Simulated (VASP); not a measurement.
Crystal: SiC (Moissanite).

```xyz
4
Lattice="3.0760 0.0000 0.0000 -1.5380 2.6639 0.0000 0.0000 0.0000 5.0480" Properties=species:S:1:pos:R:3 pbc="T T T"
Si    1.5380    0.8880    2.5240
Si    0.0000    1.7759    0.0000
C     1.5380    0.8880    4.4675
C     0.0000    1.7759    1.9435
```

```yaml
Program: VASP 6.6.1
Task: relaxation of cell and atoms
Functional: revPBE
Dispersion: D3(BJ)
Potentials_or_basis: VASP PAW PBE potentials, release 64 (Si, C)
Cutoff: 600 eV
k_mesh: 10 × 10 × 5
Occupations: fermi-dirac, width 0.05 eV
Spin: no spin polarisation
```

At the start: pressure -3.8 GPa; volume 10.34 Å³/atom.

Question: How do energy, volume and symmetry change on relaxing?

Answer: Over 8 steps the energy falls by 11.7 meV/atom and the volume is 10.15 Å³/atom (-1.9 %); space group P6_3mc (No. 186, to 0.05 Å).

Step by step:
```
step  energy change (eV)  largest force (eV/Å)  pressure (GPa)  volume (Å³)
   1              0.0000                0.7610           -3.83        41.36
   2             -0.0010                0.7789            4.29        39.90
   3             -0.0438                0.0756           -0.04        40.59
   4             -0.0438                0.0595            0.05        40.58
   5             -0.0467                0.0011            0.42        40.52
   6             -0.0468                0.0085            0.36        40.53
   7             -0.0468                0.0072           -0.28        40.64
   8             -0.0469                0.0002            0.01        40.59
```

Final structure:
```xyz
4
Lattice="3.0567 0.0000 0.0000 -1.5283 2.6472 0.0000 0.0000 0.0000 5.0162" Properties=species:S:1:pos:R:3 pbc="T T T"
Si    1.5283    0.8824    2.5313
Si    0.0000    1.7648    0.0232
C     1.5283    0.8824    4.4161
C     0.0000    1.7648    1.9080
```

Caveat: the PAW data sets were made with another functional, which shifts forces and pressure a little.
